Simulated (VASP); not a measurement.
Runs of VASP 6.6.1 on SiGe3. The structure is that of space group R3m (No. 160), or close to it. The cells are those of the table. 

```tsv
level	cell	k mesh	smearing	gap on the mesh (eV)	pressure (GPa)	largest force (eV/Å)
PBE	a = 6.952 Å, angles 33.6°, 4 atoms	8 × 8 × 8	fermi-dirac 0.02 eV	(b)	-0.1	0.01
r2SCAN	a = 6.861 Å, angles 33.6°, 4 atoms	8 × 8 × 8	gaussian 0.01 eV	0.64	0.1	0.01
r2SCAN	a = 6.861 Å, angles 33.6°, 4 atoms	6 × 6 × 6	fermi-dirac 0.02 eV	0.64	0.0	0.01
PBE	a = 6.861 Å, angles 33.6°, 4 atoms	8 × 8 × 8	fermi-dirac 0.02 eV	(a)	2.6	0.07
```

Alike in all rows: task single point; potentials or basis VASP PAW PBE potentials, release 64 (Si, Ge_d); no spin polarisation; cutoff (eV) 520.

Fill in the values left out.

(a) 0.39; (b) 0.22.

Caveats: the PAW data sets were made with another functional, which shifts forces and pressure a little (at least some runs).

A k mesh can miss the band edges, and the runs leave out spin-orbit coupling on Ge.
